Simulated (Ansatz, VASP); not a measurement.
## One calculation of Zr, two programs

File INCAR:

```
SYSTEM = Zr
ALGO = Normal
EDIFF = 1E-6
ENCUT = 520
GGA = PE
ISIF = 2
ISMEAR = 0
LASPH = .True.
LCHARG = .False.
LREAL = .False.
LWAVE = .False.
NBANDS = 12
NELM = 100
PREC = Accurate
SIGMA = 0.15
```

Contents of KPOINTS:

```
k-points
0
Gamma
  18 18 18
  0 0 0
```

POSCAR

```
Zr
1.0
   -1.7872809759      1.7872809759      1.7872809759
    1.7872809759     -1.7872809759      1.7872809759
    1.7872809759      1.7872809759     -1.7872809759
Zr
1
Direct
    0.0000000000      0.0000000000      0.0000000000
```

Input for Ansatz:

```yaml
crystal:
  lattice:
    - [-1.7872809759, 1.7872809759, 1.7872809759]
    - [1.7872809759, -1.7872809759, 1.7872809759]
    - [1.7872809759, 1.7872809759, -1.7872809759]
  atoms:
    - { symbol: Zr, position: [0.0, 0.0, 0.0] }
basis:
  ecutwfc: 420
kpoints:
  mp_grid: { grid: [18, 18, 18] }
hamiltonian:
  xc: pbe
scf:
  occupations: { method: gaussian, width: 0.15 }
output:
  forces: true
  stress: true
  eigenvalues: true
  write_density: true
  write_potential: true
  elf: true
  volumetric_format: npy
```

Alike in both runs: task single point; functional PBE; k mesh 18 × 18 × 18; occupations gaussian, width 0.15 eV; no spin polarisation.

```csv
,VASP,Ansatz
version,VASP 6.6.1,Ansatz 0.2.0
potentials or method,"VASP PAW PBE potentials, release 64 (Zr_sv), cutoff 520 eV","scalar-relativistic, plane waves, PAW"
valence electrons in the cell,12,12
```

|  | VASP | Ansatz | Ansatz less VASP |
| --- | --- | --- | --- |
| gap on the k mesh at the Fermi level (eV) | none | none | - |
| pressure (GPa) | 0.0 | 0.0 | -0.04 |

A gap of «none» marks a metal or a gap that the smearing closes.
